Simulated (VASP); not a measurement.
Runs of VASP 6.6.1 on KMgF3. The structure is that of space group Pm-3m (No. 221), or close to it. The cells are those of the table. 

```tsv
task	cell	cutoff (eV)	gap on the mesh (eV)	pressure (GPa)
single point	a = 3.661 Å, 5 atoms	520	9.56	40.1
relaxation of cell and atoms	relaxed to 10 GPa from a = 3.986 Å, 5 atoms	600	(a)	10.0
relaxation of cell and atoms	relaxed from a = 3.986 Å, 5 atoms	600	(c)	0.0
single point	a = 3.900 Å, 5 atoms	520	(b)	9.6
relaxation of cell and atoms	relaxed to 30 GPa from a = 3.986 Å, 5 atoms	600	9.08	29.7
single point	a = 4.054 Å, 5 atoms	520	6.93	-0.4
single point	a = 3.798 Å, 5 atoms	520	8.50	(d)
relaxation of cell and atoms	relaxed to 20 GPa from a = 3.986 Å, 5 atoms	600	8.54	20.0
single point	a = 3.722 Å, 5 atoms	520	9.07	29.9
relaxation of cell and atoms	relaxed to 40 GPa from a = 3.986 Å, 5 atoms	600	9.56	39.7
```

Alike in all rows: level PBE; potentials or basis VASP PAW PBE potentials, release 64 (K_sv, Mg, F); no spin polarisation; k mesh 6 × 6 × 6; smearing gaussian 0.01 eV.

Question: Fill in the values left out.

Answer: (a) 7.87; (b) 7.82; (c) 6.98; (d) 19.7.

Caveats: the cell stands under pressure (at least some runs); the cell is relaxed towards a set pressure, so the run minimises the enthalpy, not the energy (at least some runs).

A k mesh can miss the band edges.
